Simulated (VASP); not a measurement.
# BaZrO3 (Pm-3m) in VASP: density of states with PBE

Aim: the density of states of BaZrO3 with PBE.

Program: VASP 6.6.1. These are calculated values, not measurements. Logs are shortened: lines on timing, memory, paths and dates and some standing lists are left out, and cuts for length are marked.

**1. The cell of the first run**

It takes space group Pm-3m (No. 221, cubic). The conventional cell has a = 4.191 Å, b = 4.191 Å, c = 4.191 Å, α = 90.00°, β = 90.00°, γ = 90.00°. Ba (site symmetry m-3m) has 12 O at 2.96 Å and 8 Zr at 3.63 Å within 3.9 Å. Within 2.8 Å of Zr (site symmetry m-3m) lie 6 O at 2.10 Å. O (site symmetry 4/mmm) has 2 Zr at 2.10 Å within 2.8 Å.

**2. Density of states, PBE**

Input file POSCAR:

```
BaZrO3
1.0
    4.1913400000      0.0000000000      0.0000000000
    0.0000000000      4.1913400000      0.0000000000
    0.0000000000      0.0000000000      4.1913400000
Ba Zr O
1 1 3
Direct
    0.0000000000      0.0000000000      0.0000000000
    0.5000000000      0.5000000000      0.5000000000
    0.0000000000      0.5000000000      0.5000000000
    0.5000000000      0.0000000000      0.5000000000
    0.5000000000      0.5000000000      0.0000000000
```

Input file INCAR.step1:

```
SYSTEM = BaZrO3
PREC = Accurate
ENCUT = 520
EDIFF = 1E-6
ISMEAR = 0
SIGMA = 0.01
LREAL = .FALSE.
LASPH = .TRUE.
NELM = 100
ALGO = Normal
ISIF = 2
LWAVE = .FALSE.
LCHARG = .TRUE.
LMAXMIX = 4
GGA = PE
NBANDS = 28
```

Input file KPOINTS.step1:

```
regular mesh
0
G
  4 4 4
  0 0 0
```

Input file INCAR.step2:

```
SYSTEM = BaZrO3
PREC = Accurate
ENCUT = 520
EDIFF = 1E-6
ISMEAR = -5
SIGMA = 0.01
LREAL = .FALSE.
LASPH = .TRUE.
NELM = 100
ALGO = Normal
ISIF = 2
LWAVE = .FALSE.
LCHARG = .FALSE.
LMAXMIX = 4
GGA = PE
LORBIT = 10
NEDOS = 1001
ICHARG = 11
```

Input file KPOINTS.step2:

```
regular mesh
0
G
  6 6 6
  0 0 0
```

Potentials or basis: VASP PAW PBE potentials, release 64 (Ba_sv, Zr_sv, O).

Command:

```console
cat potpaw_PBE.64/Ba_sv/POTCAR potpaw_PBE.64/Zr_sv/POTCAR potpaw_PBE.64/O/POTCAR > POTCAR
cp INCAR.step1 INCAR
cp KPOINTS.step1 KPOINTS
mpirun -np 1 vasp_std > vasp.out
cp INCAR.step2 INCAR
cp KPOINTS.step2 KPOINTS
mpirun -np 1 vasp_std > vasp.out
```

OUTCAR:

```text
SYSTEM = BaZrO3
   PREC = Accurate
   ENCUT = 520
   EDIFF = 1E-6
   ISMEAR = -5
   LREAL = .FALSE.
   LASPH = .TRUE.
   NELM = 100
   ISIF = 2
   GGA = PE
   LORBIT = 10
   ICHARG = 11

 ion  position               nearest neighbor table
   1  0.000  0.000  0.000-   3 2.96   4 2.96   5 2.96   3 2.96   4 2.96   3 2.96   5 2.96   3 2.96
                             4 2.96   5 2.96   4 2.96   5 2.96   2 3.63   2 3.63   2 3.63   2 3.63
   2  0.500  0.500  0.500-   3 2.10   4 2.10   5 2.10   5 2.10   4 2.10   3 2.10   1 3.63   1 3.63
                             1 3.63   1 3.63   1 3.63   1 3.63   1 3.63   1 3.63
   3  0.000  0.500  0.500-   2 2.10   2 2.10   1 2.96   1 2.96   1 2.96   1 2.96
   4  0.500  0.000  0.500-   2 2.10   2 2.10   1 2.96   1 2.96   1 2.96   1 2.96
   5  0.500  0.500  0.000-   2 2.10   2 2.10   1 2.96   1 2.96   1 2.96   1 2.96

  LATTYP: Found a simple cubic cell.
 ALAT       =     4.1913400000

  Lattice vectors:

 A1 = (   4.1913400000,   0.0000000000,   0.0000000000)
 A2 = (   0.0000000000,   4.1913400000,   0.0000000000)
 A3 = (   0.0000000000,   0.0000000000,   4.1913400000)

Analysis of symmetry for initial positions (statically):
=====================================================================
 Subroutine PRICEL returns:
 Original cell was already a primitive cell.

 Routine SETGRP: Setting up the symmetry group for a
 simple cubic supercell.

 Subroutine GETGRP returns: Found 48 space group operations
 (whereof 48 operations were pure point group operations)
 out of a pool of 48 trial point group operations.

The static configuration has the point symmetry O_h .

Analysis of symmetry for dynamics (positions and initial velocities):
=====================================================================
 Subroutine PRICEL returns:
 Original cell was already a primitive cell.

 Routine SETGRP: Setting up the symmetry group for a
 simple cubic supercell.

 Subroutine GETGRP returns: Found 48 space group operations
 (whereof 48 operations were pure point group operations)
 out of a pool of 48 trial point group operations.

The dynamic configuration has the point symmetry O_h .

 Subroutine INISYM returns: Found 48 space group operations
 (whereof 48 operations are pure point group operations),
 and found     1 'primitive' translations

----------------------------------------------------------------------------------------

                                     Primitive cell

  volume of cell :      73.6307

  direct lattice vectors                    reciprocal lattice vectors
     4.191340000  0.000000000  0.000000000     0.238587182  0.000000000  0.000000000
     0.000000000  4.191340000  0.000000000     0.000000000  0.238587182  0.000000000
     0.000000000  0.000000000  4.191340000     0.000000000  0.000000000  0.238587182

  length of vectors
     4.191340000  4.191340000  4.191340000     0.238587182  0.238587182  0.238587182

  position of ions in fractional coordinates (direct lattice)
     0.000000000  0.000000000  0.000000000
     0.500000000  0.500000000  0.500000000
     0.000000000  0.500000000  0.500000000
     0.500000000  0.000000000  0.500000000
     0.500000000  0.500000000  0.000000000

  ion indices of the primitive-cell ions
   primitive index   ion index
                 1           1
                 2           2
                 3           3
                 4           4
                 5           5

----------------------------------------------------------------------------------------

 KPOINTS: regular mesh

Automatic generation of k-mesh.
 Grid dimensions read from file:
 generate k-points for:    6    6    6

 Generating k-lattice:

  Cartesian coordinates                     Fractional coordinates (reciprocal lattice)
     0.039764530  0.000000000  0.000000000     0.166666667  0.000000000  0.000000000
     0.000000000  0.039764530  0.000000000     0.000000000  0.166666667  0.000000000
     0.000000000  0.000000000  0.039764530     0.000000000  0.000000000  0.166666667

  Length of vectors
     0.039764530  0.039764530  0.039764530

  Shift w.r.t. Gamma in fractional coordinates (k-lattice)
     0.000000000  0.000000000  0.000000000

 TETIRR: Found    104 inequivalent tetrahedra from     1296

 Subroutine IBZKPT returns following result:
 ===========================================

 Found     20 irreducible k-points:

 Following reciprocal coordinates:
            Coordinates               Weight
  0.000000  0.000000  0.000000      1.000000
  0.166667  0.000000  0.000000      6.000000
  0.333333  0.000000  0.000000      6.000000
  0.500000  0.000000  0.000000      3.000000
  0.166667  0.166667  0.000000     12.000000
  0.333333  0.166667  0.000000     24.000000
[... 12 lines left out ...]
  0.500000  0.500000  0.333333      6.000000
  0.500000  0.500000  0.500000      1.000000
   k-points           NKPTS =     20   k-points in BZ     NKDIM =     20   number of bands    NBANDS=     24
   number of dos      NEDOS =   1001   number of ions     NIONS =      5
   total plane-waves  NPLWV =  32768
   dimension x,y,z NGX =    32 NGY =   32 NGZ =   32
   dimension x,y,z NGXF=    64 NGYF=   64 NGZF=   64
   ions per type =               1   1   3
   NGX,Y,Z   is equivalent  to a cutoff of  12.69, 12.69, 12.69 a.u.
   NGXF,Y,Z  is equivalent  to a cutoff of  25.39, 25.39, 25.39 a.u.
 SYSTEM =  BaZrO3
   PREC   = accura    normal or accurate (medium, high low for compatibility)
   ISTART =      0    job   : 0-new  1-cont  2-samecut
   ICHARG =     11    charge: 1-file 2-atom 10-const
   ISPIN  =      1    spin polarized calculation?
   LNONCOLLINEAR =      F non collinear calculations
   LSORBIT =      F    spin-orbit coupling
   LASPH  =      T    aspherical Exc in radial PAW
   ENCUT  =  520.0 eV  38.22 Ry    6.18 a.u.   7.79  7.79  7.79*2*pi/ulx,y,z
   NELM   =    100;   NELMIN=  2; NELMDL=  0     # of ELM steps
   EDIFF  = 0.1E-05   stopping-criterion for ELM
   LREAL  =      F    real-space projection
   EDIFFG = 0.1E-04   stopping-criterion for IOM
   NSW    =      0    number of steps for IOM
   IBRION =     -1    ionic relax: 0-MD 1-quasi-New 2-CG
   NFREE  =      0    steps in history (QN), initial steepest desc. (CG)
   ISIF   =      2    stress and relaxation
   ISYM   =      2    0-nonsym 1-usesym 2-fastsym
   POTIM  = 0.5000    time-step for ionic-motion
   TEBEG  =    0.0;   TEEND  =   0.0 temperature during run
   PSTRESS=    0.0 pullay stress
   NELECT =      40.0000    total number of electrons
   NUPDOWN=      -1.0000    fix difference up-down
   EMIN   =  10.00;   EMAX   =-10.00  energy-range for DOS
   EFERMI =   0.00;   METHOD = LEGACY
   ISMEAR =    -5;   SIGMA  =   0.01  broadening in eV -4-tet -1-fermi 0-gaus
   EFERMI_NEDOS =   21; number of points for ismear=-14 and -15
   IALGO  =     38    algorithm
   IMIX   =      4    mixing-type and parameters
     AMIX     =   0.40;   BMIX     =  1.00
     AMIX_MAG =   1.60;   BMIX_MAG =  1.00
  volume/ion in A,a.u.               =      14.73        99.38
  Fermi-wavevector in a.u.,A,eV,Ry     =   1.335802  2.524299 24.277770  1.784366
  Thomas-Fermi vector in A             =   2.464478
   LORBIT       =     10    0 simple, 1 ext, 2 COOP (PROOUT), +10 PAW based schemes
   GGA     = PE    functional components
   LHFCALC =     F    Hartree Fock is set to
   AEXX    =    0.0000 exact exchange contribution
   IVDW    =     0    specifies the selected vdW correction
   LEPSILON=     F    determine dielectric tensor
   LRPA    =     F    only Hartree local field effects (RPA)
 non-spin polarized calculation
 Fermi weights with tetrahedron method with Bloechl corrections
  energy-cutoff  :      520.00
  volume of cell :       73.63
 maximum number of plane-waves:      2008
 NGX is ok and might be reduce to    32

 number of electron      40.0000000 magnetization

 Free energy of the ion-electron system (eV)
  ---------------------------------------------------
  ext. energy  EPLUGINS =         0.00000000
  ---------------------------------------------------
  free energy    TOTEN  =       -41.68616183 eV

  energy without entropy =      -41.68616183  energy(sigma->0) =      -41.68616183

 E-fermi :   3.8155     XC(G=0): -10.7712

 val. band max:        3.7921201265   @ k =   0.5000   0.5000   0.5000
 cond. band min:       6.9751581443   @ k =   0.0000   0.0000   0.0000
 fundamental gap:      3.1830380178
 Fermi energy:         3.8155009181

 k-point     1 :       0.0000    0.0000    0.0000
  band No.  band energies     occupation
      1     -43.2377      2.00000
      2     -21.5254      2.00000
      3     -21.3980      2.00000
      4     -21.3980      2.00000
      5     -21.3980      2.00000
      6     -12.5801      2.00000
[... 16 lines left out ...]
     23       6.9752      0.00000
     24       8.4446      0.00000

 k-point     2 :       0.1667    0.0000    0.0000
  band No.  band energies     occupation
      1     -43.2368      2.00000
      2     -21.6065      2.00000
      3     -21.3963      2.00000
      4     -21.3963      2.00000
      5     -21.3656      2.00000
      6     -12.5868      2.00000
[... 16 lines left out ...]
     23       7.5826      0.00000
     24       8.8763      0.00000
[... 457 lines left out ...]
     23       9.9213      0.00000
     24      10.6956      0.00000

 k-point    20 :       0.5000    0.5000    0.5000
  band No.  band energies     occupation
      1     -43.2276      2.00000
      2     -21.6314      2.00000
      3     -21.6314      2.00000
      4     -21.6314      2.00000
      5     -21.3958      2.00000
      6     -11.3636      2.00000
[... 16 lines left out ...]
     23       9.7703      0.00000
     24      10.7864      0.00000

------------------------ aborting loop because EDIFF is reached ----------------------------------------

  FORCE on cell =-STRESS in cart. coord.  units (eV):
  Direction    XX          YY          ZZ          XY          YZ          ZX
  --------------------------------------------------------------------------------------
  -------------------------------------------------------------------------------------
  Total        2.2791157      2.2791157      2.2791157     -0.0000000      0.0000000     -0.0000000
  in kB       49.5927607     49.5927607     49.5927607     -0.0000000      0.0000000     -0.0000000
  external PRESSURE =      49.5927607 kB  Pullay stress =       0.0000000 kB

 VOLUME and BASIS-vectors are now :
 -----------------------------------------------------------------------------
  energy-cutoff  :      520.00
  volume of cell :       73.63
      direct lattice vectors                 reciprocal lattice vectors
     4.191340000  0.000000000  0.000000000     0.238587182  0.000000000  0.000000000
     0.000000000  4.191340000  0.000000000     0.000000000  0.238587182  0.000000000
     0.000000000  0.000000000  4.191340000     0.000000000  0.000000000  0.238587182

 POSITION                                       TOTAL-FORCE (eV/Angst)
 -----------------------------------------------------------------------------------
      0.00000      0.00000      0.00000         0.000000      0.000000      0.000000
      2.09567      2.09567      2.09567         0.000000      0.000000      0.000000
      0.00000      2.09567      2.09567         0.000000      0.000000      0.000000
      2.09567      0.00000      2.09567         0.000000      0.000000      0.000000
      2.09567      2.09567      0.00000         0.000000      0.000000      0.000000
 -----------------------------------------------------------------------------------
    total drift:                                0.000000     -0.000000     -0.000000

  FREE ENERGIE OF THE ION-ELECTRON SYSTEM (eV)
  ---------------------------------------------------
  free  energy   TOTEN  =       -41.6861618287 eV

  energy  without entropy=      -41.6861618287  energy(sigma->0) =      -41.68616183

 total charge

# of ion       s       p       d       tot
------------------------------------------
    1        2.002   5.634   0.271   7.907
    2        2.200   6.087   1.433   9.720
    3        1.562   3.486   0.000   5.048
    4        1.562   3.486   0.000   5.048
    5        1.562   3.486   0.000   5.048
--------------------------------------------------
tot          8.886  22.180   1.704  32.770
```

Run time: 36 s. Hardware: 1 thread of AMD EPYC 7R13 (Zen 3), shared host; peak memory 0.16 GiB.

Results:

```yaml
Valence_electrons_inside_the_program's_atomic_spheres: Ba 7.91; Zr 9.72; O 5.05
```

Caveat: spin-orbit coupling is left out, which moves the levels of the heavy elements.
